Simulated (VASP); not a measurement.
## C: single point with r2SCAN

Crystal: C.

```
C
1.0
     2.52207    0.00000    0.00000
     1.26103    2.18417    0.00000
     1.26103    0.72806    2.05926
C
2
Direct
  0.00000 0.00000 0.00000
  0.25000 0.25000 0.25000
```

```
Program             : VASP 6.6.1
Task                : single point
Functional          : r2SCAN
Potentials or basis : VASP PAW PBE potentials, release 64 (C)
Cutoff              : 660 eV
k mesh              : 3 × 3 × 3
Occupations         : fermi-dirac, width 0.15 eV
Spin                : no spin polarisation
```

| Property | Result |
| --- | --- |
| Pressure | 3.0 GPa |
| Band gap on the k mesh | 4.30 eV, indirect (least direct gap 5.82 eV) |

Levels at points of the mesh, in eV from the valence-band top:
```tsv
k point	band 1	band 2	band 3	band 4	band 5	band 6	band 7	band 8
(0.00, 0.00, 0.00)	-22.72	0.00	0.00	0.00	5.82	5.82	5.82	13.82
```

It took 9 s on 1 thread of Intel(R) Xeon(R) Platinum 8259CL CPU @ 2.50GHz (Skylake/Cascade Lake) (shared host), peak memory 0.13 GiB.

Caveat: the k points lie up to 1.02 Å⁻¹ apart; the PAW data sets were made with another functional, which shifts forces and pressure a little. r2SCAN opens gaps a little over a GGA but as a rule still falls short of measured ones.
